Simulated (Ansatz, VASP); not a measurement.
Two plane-wave programs on HfNb2CN2

INCAR

```
SYSTEM = HfNb2CN2
ALGO = Normal ; EDIFF = 1E-7
EDIFFG = -0.04 ; ENCUT = 600
GGA = PE ; IBRION = 2
ISIF = 3 ; ISMEAR = 0
LASPH = .True. ; LCHARG = .False.
LREAL = .False. ; LWAVE = .False.
NELM = 60 ; NSW = 90
PREC = Accurate ; SIGMA = 0.1
```

The input KPOINTS:

```
k-points
0
Gamma
  6 6 2
  0 0 0
```

File POSCAR:

```
HfNb2CN2
1.0
    3.1670402000      0.0000000000      0.0000000000
    0.0000000000      3.1670402000      0.0000000000
    0.0000000000      0.0000000000      8.6735942700
Hf Nb C N
1 2 1 2
Direct
    0.5000000000      0.5000000000      0.0000000000
    0.5000000000      0.0000000000      0.7961770300
    0.0000000000      0.5000000000      0.2038229700
    0.0000000000      0.0000000000      0.0000000000
    0.5000000000      0.0000000000      0.3395209900
    0.0000000000      0.5000000000      0.6604790100
```

Input for Ansatz:

```yaml
crystal:
  lattice:
    - [3.1670402, 0.0, 0.0]
    - [0.0, 3.1670402, 0.0]
    - [0.0, 0.0, 8.67359427]
  atoms:
    - { symbol: Hf, position: [0.5, 0.5, 0.0] }
    - { symbol: Nb, position: [0.5, 0.0, 0.79617703] }
    - { symbol: Nb, position: [0.0, 0.5, 0.20382297] }
    - { symbol: C, position: [0.0, 0.0, 0.0] }
    - { symbol: "N", position: [0.5, 0.0, 0.33952099] }
    - { symbol: "N", position: [0.0, 0.5, 0.66047901] }
basis:
  ecutwfc: 420
kpoints:
  mp_grid: { grid: [6, 6, 2] }
hamiltonian:
  xc: pbe
scf:
  occupations: { method: gaussian, width: 0.1 }
  lower_state_search: "off"
output:
  forces: true
  stress: true
  eigenvalues: true
relax:
  adjacent_minimum: "off"
  f_tol: 0.04
  max_steps: 70
  cell: { stress_tol: 0.4 }
```

Change from the starting cell: species swapped into the Zr2SiTe2As type (P-4m2, No. 115).

Alike in both runs: task relaxation of cell and atoms; functional PBE; k mesh 6 × 6 × 2; occupations gaussian, width 0.1 eV; no spin polarisation.

|  | VASP | Ansatz |
| --- | --- | --- |
| version | VASP 6.6.1 | Ansatz 0.2.0 |
| potentials or method | VASP PAW PBE potentials, release 64 (Hf_pv, Nb_sv, C, N), cutoff 600 eV | scalar-relativistic, plane waves, PAW |
| valence electrons in the cell | 50 | 66 |

|  | VASP | Ansatz | Ansatz less VASP |
| --- | --- | --- | --- |
| gap on the k mesh at the Fermi level, each at its own relaxed structure (eV) | none | none | - |
| relaxed volume (Å³/atom) | 12.94 | 13.05 | +0.109 |
| relaxed length of the cell vector where the two differ most in proportion (Å) | 8.140 | 8.200 | +0.0599 |

A gap of «none» marks a metal or a gap that the smearing closes. VASP's potentials hold 50 valence electrons a cell and Ansatz's 66, so a difference there can come from the potentials and not from the codes.

The k mesh is coarse, so the values compare programs but aren't converged. Spin-orbit coupling is off throughout.
